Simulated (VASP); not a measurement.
Wanted: the native input for a VASP 6.6.1 run.

* Task: single point
* Functional: LDA
* Potentials or basis: VASP PAW LDA potentials, release 64 (Co, O, Y_sv)
* Cutoff: 520 eV
* k mesh: 6 × 6 × 6
* Occupations: fermi-dirac, width 0.0124 eV
* Spin: collinear spin, ferromagnetic start
* Starting moments: [-0.74, 0.0, 0.0, 0.0, 0.0] μB
* Hubbard terms: Co d U = 3.18 eV
* Dipole correction: no
* k mesh for the DOS: 9 × 9 × 9
* Occupations for the DOS: tetrahedron
* Further INCAR settings: ALGO = Normal; EDIFF = 1e-07

The system is YCoO3.

```
Co O Y
1.0
     3.95717    0.00000    0.00000
     0.00000    3.95717    0.00000
     0.00000    0.00000    3.95717
Co O Y
1 3 1
Direct
  0.00000 0.00000 0.00000
  0.50000 0.00000 0.00000
  0.00000 0.50000 0.00000
  0.00000 0.00000 0.50000
  0.50000 0.50000 0.50000
```

These files were run (other wordings do the same):

POSCAR

```
YCoO3
1.0
    3.9571679600      0.0000000000      0.0000000000
    0.0000000000      3.9571679600      0.0000000000
    0.0000000000      0.0000000000      3.9571679600
Co O Y
1 3 1
Direct
    0.0000000000      0.0000000000      0.0000000000
    0.5000000000      0.0000000000      0.0000000000
    0.0000000000      0.5000000000      0.0000000000
    0.0000000000      0.0000000000      0.5000000000
    0.5000000000      0.5000000000      0.5000000000
```

INCAR.step1

```
PREC     = Accurate       # precision mode
ENCUT    = 520            # plane-wave cutoff, eV
EDIFF    = 1E-7           # SCF threshold, eV
ISMEAR   = -1             # smearing method
SIGMA    = 0.0124         # smearing width, eV
LREAL    = F              # projectors in reciprocal space
LASPH    = T              # aspherical terms in the spheres
NELM     = 150            # most SCF steps
ALGO     = Normal         # electronic algorithm
ISIF     = 2              # what is computed and relaxed
LWAVE    = F              # write WAVECAR
LCHARG   = T              # write CHGCAR
ISPIN    = 2              # spin polarisation
MAGMOM   = -0.74 0 0 0 0  # initial moments
LMAXMIX  = 4              # l up to which the mixer works
LDAU     = T              # DFT+U
LDAUTYPE = 2            
LDAUL    = 2 -1 -1        # shell
LDAUU    = 3.18 0 0       # U, eV
LDAUJ    = 0 0 0        
LDAUPRINT= 1            
NBANDS   = 31             # bands
```

KPOINTS.step1

```
Automatic mesh
0
Gamma
  6 6 6
```

INCAR.step2

```
PREC     = Accurate       # precision mode
ENCUT    = 520            # plane-wave cutoff, eV
EDIFF    = 1E-7           # SCF threshold, eV
ISMEAR   = -5             # smearing method
SIGMA    = 0.0124         # smearing width, eV
LREAL    = F              # projectors in reciprocal space
LASPH    = T              # aspherical terms in the spheres
NELM     = 150            # most SCF steps
ALGO     = Normal         # electronic algorithm
ISIF     = 2              # what is computed and relaxed
LWAVE    = F              # write WAVECAR
LCHARG   = F              # write CHGCAR
ISPIN    = 2              # spin polarisation
MAGMOM   = -0.74 0 0 0 0  # initial moments
LORBIT   = 11             # projections on sites
LMAXMIX  = 4              # l up to which the mixer works
LDAU     = T              # DFT+U
LDAUTYPE = 2            
LDAUL    = 2 -1 -1        # shell
LDAUU    = 3.18 0 0       # U, eV
LDAUJ    = 0 0 0        
LDAUPRINT= 1            
NEDOS    = 1001           # points of the DOS
ICHARG   = 11             # starting density
```

KPOINTS.step2

```
Automatic mesh
0
Gamma
  9 9 9
```

Potentials or basis: VASP PAW LDA potentials, release 64 (Co, O, Y_sv).

Launch:

```sh
$ cat potpaw_LDA.64/Co/POTCAR potpaw_LDA.64/O/POTCAR potpaw_LDA.64/Y_sv/POTCAR > POTCAR
$ cp INCAR.step1 INCAR
$ cp KPOINTS.step1 KPOINTS
$ mpirun -np 1 vasp_std > vasp.out
$ cp INCAR.step2 INCAR
$ cp KPOINTS.step2 KPOINTS
$ mpirun -np 1 vasp_std > vasp.out
```

Results of the run:

```json
{
  "Net moment": "-0.85 μB per cell",
  "Site moments": "Co -0.81; O +0.05; Y -0.00 μB",
  "Valence electrons inside the program's atomic spheres": "Co 8.11; O 4.90; Y 8.89"
}
```

Caveat: a cell with one magnetic atom can't hold antiferromagnetic order, which such compounds often take.

Run time: 100 s on 1 thread of Intel(R) Xeon(R) 6975P-C (Granite Rapids) (shared host), peak memory 0.22 GiB.
